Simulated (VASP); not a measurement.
The system is Pr4Hg.

```
Pr Hg
1.0
     3.11764    1.79997    4.49266
    -3.11764    1.79997    4.49266
     0.00000   -3.59994    4.49266
Pr Hg
4 1
Direct
  0.00000 0.00000 0.50000
  0.50000 0.00000 0.00000
  0.00000 0.50000 0.00000
  0.00000 0.00000 0.00000
  0.50000 0.50000 0.50000
```

The cell was generated, and may not be a known phase.

- Program: VASP 6.6.1
- Task: relaxation of cell and atoms
- Functional: PBE
- Potentials or basis: VASP PAW PBE potentials, release 64 (Pr_3, Hg), 4f in core
- Cutoff: 500 eV
- k mesh: 3 × 3 × 3
- Occupations: gaussian, width 0.2 eV
- Spin: no spin polarisation

At the start: pressure 14.4 GPa; volume 30.25 Å³/atom.

**Question.** How do energy, volume and symmetry change on relaxing?

**Answer.** Over 12 steps the energy falls by 423.1 meV/atom and the volume is 45.87 Å³/atom (+51.6 %); space group R-3m (No. 166, to 0.1 Å) before and after.

Step by step:
```
step  energy change (eV)  largest force (eV/Å)  pressure (GPa)  volume (Å³)
   1              0.0000                0.0000           14.36       151.27
   2             -1.9998                0.0000           -0.60       218.53
   3             -2.0158                0.0000            0.23       208.63
   4             -2.0170                0.0000            0.04       210.74
   5             -2.0194                0.0000            0.04       211.15
   6             -2.0277                0.0000            0.06       212.33
   7             -2.0477                0.0000            0.09       214.61
   8             -2.0868                0.0000            0.19       218.79
   9             -2.1024                0.0000            0.54       225.67
  10             -2.1099                0.0000            0.42       223.56
  11             -2.1129                0.0000            0.31       225.36
  12             -2.1155                0.0000            0.09       229.35
```

Final structure:
```
Pr Hg
1.0
     3.38901    1.95664    5.76444
    -3.38901    1.95664    5.76444
     0.00000   -3.91329    5.76444
Pr Hg
4 1
Direct
  0.00000 0.00000 0.50000
  0.50000 0.00000 0.00000
  0.00000 0.50000 0.00000
  0.00000 0.00000 0.00000
  0.50000 0.50000 0.50000
```

Caveat: the k points lie up to 0.38 Å⁻¹ apart in the final cell; the volume moved by over 15 % at a fixed basis, so the end points are rough.
